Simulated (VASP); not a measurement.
Here is a VASP 6.6.1 calculation.

File INCAR:

```
ALGO = Normal
EDIFF = 1E-7
ENCUT = 520
ISIF = 2
ISMEAR = 0
ISPIN = 2
LASPH = T
LCHARG = F
LDAU = T
LDAUJ = 0 0
LDAUL = 2 -1
LDAUPRINT = 1
LDAUTYPE = 2
LDAUU = 7.2 0
LMAXMIX = 4
LORBIT = 11
LREAL = F
LWAVE = F
MAGMOM = 0.5 0 0
NBANDS = 23
NELM = 150
PREC = Accurate
SIGMA = 0.05
```

KPOINTS

```
k-points
0
Gamma
  8 8 8
```

File POSCAR:

```
NiI2
1.0
    1.9368721813      1.1182536753      6.6153351981
   -1.9368721813      1.1182536753      6.6153351981
    0.0000000000     -2.2365073505      6.6153351982
Ni I
1 2
Direct
    0.0000000000      0.0000000000      0.0000000000
    0.2568162273      0.2568162273      0.2568162273
    0.7431837727      0.7431837727      0.7431837727
```

Potentials or basis: VASP PAW LDA potentials, release 64 (Ni, I).

Run with:

```console
$ cat potpaw_LDA.64/Ni/POTCAR potpaw_LDA.64/I/POTCAR > POTCAR
$ mpirun -np 1 vasp_std > vasp.out
```

What does it give for the largest force?

0.072 eV/Å.

Estimate the site moments.

Ni +1.51; I +0.16 μB.

Forces on the atoms (eV/Å):
```
Ni   0.000  0.000  0.000
I    0.000  0.000  0.072
I    0.000  0.000 -0.072
```

 The state reached can hang on the start; a lower one may exist.
